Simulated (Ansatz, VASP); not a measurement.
**BaTiO3 in VASP and in Ansatz**

```xyz
5
Lattice="2.9488 1.7025 2.4206 -2.9488 1.7025 2.4206 0.0000 -3.4049 2.4206" Properties=species:S:1:pos:R:3 pbc="T T T"
Ba    0.0000    0.0000   -0.0807
Ti    0.0000    0.0000    3.4248
O     0.0000    1.6274    2.5628
O    -1.4094   -0.8137    2.5628
O     1.4094   -0.8137    2.5628
```

Change from the starting cell: hydrostatic strain +3.8%.

Alike in both runs: task single point; functional PBE; k mesh 6 × 6 × 6; occupations fermi-dirac, width 0.02 eV; no spin polarisation.

```csv
,VASP,Ansatz
version,VASP 6.6.1,Ansatz 0.2.0
potentials or method,"VASP PAW PBE potentials, release 64 (Ba_sv, Ti_sv, O)","plane waves, PAW"
plane-wave cutoff (eV),520,420
valence electrons in the cell,40,40
```

```csv
,VASP,Ansatz,Ansatz less VASP
gap on the k mesh at the Fermi level (eV),2.96,3.01,+0.046
pressure (GPa),-4.6,-5.7,-1.17
"traceless stress, the component that is largest in VASP (GPa)",1.12,1.21,+0.091
rms of the force components (eV/Å),0.103,0.061,-0.0420
```

Atom by atom the forces differ by 0.050 eV/Å (rms over components). The functional is the same, so the differences come from potentials, cutoffs and numerics.

Neither program's run includes spin-orbit coupling.
